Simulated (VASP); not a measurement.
Crystal: P.

```
P
1.0
     2.75000    0.00000    0.00000
    -1.37500    2.38157    0.00000
     0.00000    0.00000    4.49075
P
2
Direct
  0.33333 0.66667 0.25000
  0.66667 0.33333 0.75000
```

This isn't the form of P at room conditions, which is orthorhombic.

```yaml
Program: VASP 6.6.1
Task: relaxation of cell and atoms
Functional: LDA
Potentials_or_basis: VASP PAW LDA potentials, release 64 (P)
Cutoff: 600 eV
k_mesh: 11 × 11 × 6
Occupations: gaussian, width 0.05 eV
Spin: no spin polarisation
```

At the start: pressure -5.6 GPa; volume 14.71 Å³/atom.

How do energy, volume and symmetry change on relaxing?

Over 5 steps the energy falls by 15.5 meV/atom and the volume is 13.93 Å³/atom (-5.3 %); space group P6_3/mmc (No. 194, to 0.1 Å) before and after.

Step by step:
| step | energy change (eV) | largest force (eV/Å) | pressure (GPa) | volume (Å³) |
| --- | --- | --- | --- | --- |
| 1 | 0.0000 | 0.0000 | -5.57 | 29.41 |
| 2 | -0.0267 | 0.0000 | 2.43 | 27.29 |
| 3 | -0.0306 | 0.0000 | 0.14 | 27.82 |
| 4 | -0.0310 | 0.0000 | 0.05 | 27.85 |
| 5 | -0.0311 | 0.0000 | 0.02 | 27.86 |

Final structure:
```
P
1.0
     2.68650    0.00000    0.00000
    -1.34325    2.32658    0.00000
     0.00000    0.00000    4.45727
P
2
Cartesian
  0.0000 1.5511 1.1143
  1.3433 0.7755 3.3430
```
